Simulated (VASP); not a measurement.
## Si16B (a cell with a defect): relaxation of the atoms with PBEsol

System: Si16B (a cell with a defect).

```
Si B
1.0
     0.00000    5.43000    5.43000
     5.43000    0.00000    5.43000
     5.43000    5.43000    0.00000
Si B
16 1
Direct
  0.00000 0.00000 0.00000
  0.12500 0.12500 0.12500
  0.00000 0.00000 0.50000
  0.12500 0.12500 0.62500
  0.00000 0.50000 0.00000
  0.12500 0.62500 0.12500
  0.00000 0.50000 0.50000
  0.12500 0.62500 0.62500
  0.50000 0.00000 0.00000
  0.62500 0.12500 0.12500
  0.50000 0.00000 0.50000
  0.62500 0.12500 0.62500
  0.50000 0.50000 0.00000
  0.62500 0.62500 0.12500
  0.50000 0.50000 0.50000
  0.62500 0.62500 0.62500
  0.37275 0.37514 0.88370
```

* Program: VASP 6.6.1
* Task: relaxation of the atoms
* Functional: PBEsol
* Potentials or basis: VASP PAW PBE potentials, release 64 (Si, B)
* Cutoff: 520 eV
* k mesh: 2 × 2 × 2
* Occupations: fermi-dirac, width 0.02 eV
* Spin: collinear spin
* Starting moments: [0.0, 0.0, 0.0, 0.0, 0.0, 0.0, 0.0, 0.0, 0.0, 0.0, 0.0, 0.0, 0.0, 0.0, 0.0, 0.0, 1.0] μB
* Dipole correction: no
* Further INCAR settings: LREAL = Auto; ALGO = Normal; EDIFF = 1e-06; IBRION = 2; EDIFFG = -0.08; NSW = 45

| Quantity | Value |
| --- | --- |
| Energy gained by relaxing | 4.7 meV/atom |
| Ionic steps | 4 |
| Pressure after relaxing | 1.4 GPa |
| Largest force after relaxing | 0.042 eV/Å |
| Net moment | 0.00 μB per cell |
| Valence electrons inside the program's atomic spheres | Si 1.69, 1.70, 1.68, 1.67 (each value once); B 1.58 |

Forces on the atoms (eV/Å):
```
Si  -0.027 -0.025  0.021
Si  -0.001 -0.002 -0.038
Si   0.013  0.014  0.017
Si   0.001  0.000  0.000
Si   0.003 -0.010  0.000
Si   0.033  0.003  0.000
Si  -0.023  0.011 -0.014
Si  -0.003 -0.028 -0.003
Si  -0.007  0.000  0.003
Si   0.002  0.035  0.001
Si   0.011 -0.020 -0.015
Si  -0.027 -0.002 -0.002
Si   0.006  0.006  0.017
Si   0.031  0.023 -0.010
Si   0.006  0.006 -0.002
Si   0.001  0.002  0.025
B   -0.018 -0.012 -0.002
```

Stress tensor (GPa, compression positive):
```
 1.35 -0.03  0.07
-0.03  1.35  0.09
 0.07  0.09  1.36
```

Step by step:
| step | energy change (eV) | largest force (eV/Å) | pressure (GPa) |
| --- | --- | --- | --- |
| 1 | 0.0000 | 0.6193 | 1.06 |
| 2 | -0.0595 | 0.2799 | 1.21 |
| 3 | -0.0750 | 0.1382 | 1.36 |
| 4 | -0.0798 | 0.0425 | 1.35 |

Final structure:
```
CELL_PARAMETERS angstrom
0.00000 5.43000 5.43000
5.43000 0.00000 5.43000
5.43000 5.43000 0.00000
ATOMIC_POSITIONS crystal
Si 0.99953 0.99964 0.00150
Si 0.12313 0.12294 0.12711
Si 0.99917 0.99929 0.49971
Si 0.12510 0.12499 0.62461
Si 0.00855 0.49712 0.99675
Si 0.12290 0.62687 0.12702
Si 0.99937 0.50161 0.49987
Si 0.12352 0.62705 0.62251
Si 0.49714 0.00878 0.99667
Si 0.62686 0.12278 0.12707
Si 0.50168 0.99942 0.49982
Si 0.62701 0.12344 0.62263
Si 0.49759 0.49742 0.99696
Si 0.62489 0.62514 0.12562
Si 0.49693 0.49683 0.50911
Si 0.62700 0.62704 0.62232
B 0.37241 0.37477 0.88443
```

Levels at points of the mesh, in eV from the Fermi level:
Spin up:
| k point | band 31 | band 32 | band 33 | band 34 | band 35 | band 36 |
| --- | --- | --- | --- | --- | --- | --- |
| (0.00, 0.00, 0.00) | -0.34 | -0.32 | -0.32 | 0.10 | 0.15 | 0.17 |
| (0.50, 0.00, 0.00) | -1.15 | -1.02 | -1.00 | -0.17 | 0.95 | 1.03 |
| (0.00, 0.50, 0.00) | -1.15 | -1.02 | -1.00 | -0.15 | 0.95 | 1.04 |
| (0.00, 0.00, 0.50) | -1.16 | -1.02 | -1.02 | -0.10 | 0.99 | 1.02 |
| (0.50, 0.50, 0.50) | -1.16 | -1.01 | -1.00 | -0.19 | 0.95 | 1.02 |
| (0.50, 0.50, 0.00) | -1.67 | -1.58 | -0.64 | 0.30 | 1.02 | 1.17 |
| (0.00, 0.50, 0.50) | -1.66 | -1.58 | -0.64 | 0.30 | 1.03 | 1.16 |
| (0.50, 0.00, 0.50) | -1.66 | -1.58 | -0.64 | 0.30 | 1.03 | 1.17 |
Spin down:
| k point | band 31 | band 32 | band 33 | band 34 | band 35 | band 36 |
| --- | --- | --- | --- | --- | --- | --- |
| (0.00, 0.00, 0.00) | -0.34 | -0.32 | -0.32 | 0.10 | 0.15 | 0.17 |
| (0.50, 0.00, 0.00) | -1.15 | -1.02 | -1.00 | -0.17 | 0.95 | 1.03 |
| (0.00, 0.50, 0.00) | -1.15 | -1.02 | -1.00 | -0.15 | 0.95 | 1.04 |
| (0.00, 0.00, 0.50) | -1.16 | -1.02 | -1.02 | -0.10 | 0.99 | 1.02 |
| (0.50, 0.50, 0.50) | -1.16 | -1.01 | -1.00 | -0.19 | 0.95 | 1.02 |
| (0.50, 0.50, 0.00) | -1.67 | -1.58 | -0.64 | 0.30 | 1.02 | 1.17 |
| (0.00, 0.50, 0.50) | -1.66 | -1.58 | -0.64 | 0.30 | 1.03 | 1.16 |
| (0.50, 0.00, 0.50) | -1.66 | -1.58 | -0.64 | 0.30 | 1.03 | 1.17 |

Wall time 3.3 min on 4 MPI ranks on Intel(R) Xeon(R) 6975P-C (Granite Rapids), on a shared host, peak memory 0.45 GiB a rank.

Caveat: the k points lie up to 0.50 Å⁻¹ apart; the PAW data sets were made with another functional, which shifts forces and pressure a little; the relaxation stopped at a loose force limit of 0.08 eV/Å, so its end isn't a converged minimum.
